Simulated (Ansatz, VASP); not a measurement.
## One calculation of CaSe, two programs

```
Ca Se
1.0
     0.00000    2.94500    2.94500
     2.94500    0.00000    2.94500
     2.94500    2.94500    0.00000
Ca Se
1 1
Direct
  0.00000 0.00000 0.00000
  0.50000 0.50000 0.50000
```

Alike in both runs: task relaxation of cell and atoms; functional PBE; dispersion D4; k mesh 8 × 8 × 8; occupations gaussian, width 0.02 eV; no spin polarisation.

|  | VASP | Ansatz |
| --- | --- | --- |
| version | VASP 6.6.1 | Ansatz 0.2.0 |
| potentials or method | VASP PAW PBE potentials, release 64 (Ca_sv, Se), cutoff 500 eV | scalar-relativistic, plane waves, PAW |
| valence electrons in the cell | 16 | 26 |

```csv
,VASP,Ansatz,Ansatz less VASP
"gap on the k mesh at the Fermi level, each at its own relaxed structure (eV)",2.01,2.01,0.000
relaxed volume (Å³/atom),25.71,25.62,-0.092
relaxed cell length with the largest relative difference (Å),4.174,4.169,-0.0050
```

VASP's potentials hold 16 valence electrons a cell and Ansatz's 26, so a difference there can come from the potentials and not from the codes. Ansatz's warnings: relaxed geometry near dispersion switch.
